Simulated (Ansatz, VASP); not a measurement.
One calculation of WS2, two programs

Contents of POSCAR:

```
WS2
1.0
    3.1699462934      0.0000000000      0.0000000000
   -1.5849731467      2.7452540187      0.0000000000
    0.0000000000      0.0000000000     12.6159812580
W S
2 4
Direct
    0.3333333333      0.6666666667      0.2500000000
    0.6666666667      0.3333333333      0.7500000000
    0.6666666667      0.3333333333      0.3739370859
    0.6666666667      0.3333333333      0.1260629141
    0.3333333333      0.6666666667      0.8739370859
    0.3333333333      0.6666666667      0.6260629141
```

Contents of INCAR.step1:

```
PREC = Accurate
ENCUT = 550
ISMEAR = 0
SIGMA = 0.01
LREAL = F
LASPH = T
NELM = 120
NBANDS = 35
GGA = PE
ALGO = Normal
EDIFF = 1E-5
LWAVE = T
LCHARG = F
GGA_COMPAT = F
```

File INCAR.step2:

```
PREC = Accurate
ENCUT = 550
EDIFF = 1E-6
ISMEAR = 0
SIGMA = 0.01
LREAL = F
LASPH = T
NELM = 120
ALGO = Normal
ISIF = 2
LWAVE = F
LCHARG = F
METAGGA = R2SCAN
LMIXTAU = T
NBANDS = 35
ISTART = 1
GGA_COMPAT = F
```

The input KPOINTS:

```
regular mesh
0
Gamma
  12 12 2
```

Input for Ansatz:

```yaml
crystal:
  lattice:
    - [3.1699462934, 0.0, 0.0]
    - [-1.5849731467, 2.7452540187, 0.0]
    - [0.0, 0.0, 12.615981258]
  atoms:
    - { symbol: W, position: [0.3333333333, 0.6666666667, 0.25] }
    - { symbol: W, position: [0.6666666667, 0.3333333333, 0.75] }
    - { symbol: S, position: [0.6666666667, 0.3333333333, 0.3739370859] }
    - { symbol: S, position: [0.6666666667, 0.3333333333, 0.1260629141] }
    - { symbol: S, position: [0.3333333333, 0.6666666667, 0.8739370859] }
    - { symbol: S, position: [0.3333333333, 0.6666666667, 0.6260629141] }
kpoints:
  mp_grid: { grid: [12, 12, 2] }
  band_path:
    path:
      - [0.0, 0.0, 0.0]
      - [0.5, 0.0, 0.0]
      - [0.3333333333, 0.3333333333, 0.0]
      - [0.0, 0.0, 0.5]
      - [0.5, 0.0, 0.5]
      - [0.3333333333, 0.3333333333, 0.5]
      - [0.171875, 0.174479, 0.0]
    npoints: 1
hamiltonian:
  xc: r2scan
scf:
  occupations: { method: fixed }
  n_extra_bands: 5
output:
  forces: true
  stress: true
  eigenvalues: true
```

Change from the starting cell: uniaxial_z strain +1.0%.

Alike in both runs: task single point; functional r2SCAN; k mesh 12 × 12 × 2; no spin polarisation.

|  | VASP | Ansatz |
| --- | --- | --- |
| version | VASP 6.6.1 | Ansatz 0.2.0 |
| potentials or method | VASP PAW PBE potentials, release 64 (W_sv, S) | plane waves, PAW |
| plane-wave cutoff (eV) | 550 | 500 |
| occupations | gaussian, width 0.01 eV | fixed |
| valence electrons in the cell | 52 | 52 |

VASP gave:

| Property | Result |
| --- | --- |
| gap on the k mesh at the Fermi level (eV) | 1.22 |
| pressure (GPa) | 1.2 |
| traceless stress, the component that is largest in VASP (GPa) | -0.41 |
| rms of the force components (eV/Å) | 0.013 |

Estimate Ansatz's values.

gap on the k mesh at the Fermi level (eV): 1.21; pressure (GPa): 1.0; traceless stress, the component that is largest in VASP (GPa): -0.36; rms of the force components (eV/Å): 0.023.

VASP's potentials were made for PBE, not for r2SCAN. Atom by atom the forces differ by 0.011 eV/Å (rms over components).

Neither program's run includes spin-orbit coupling.
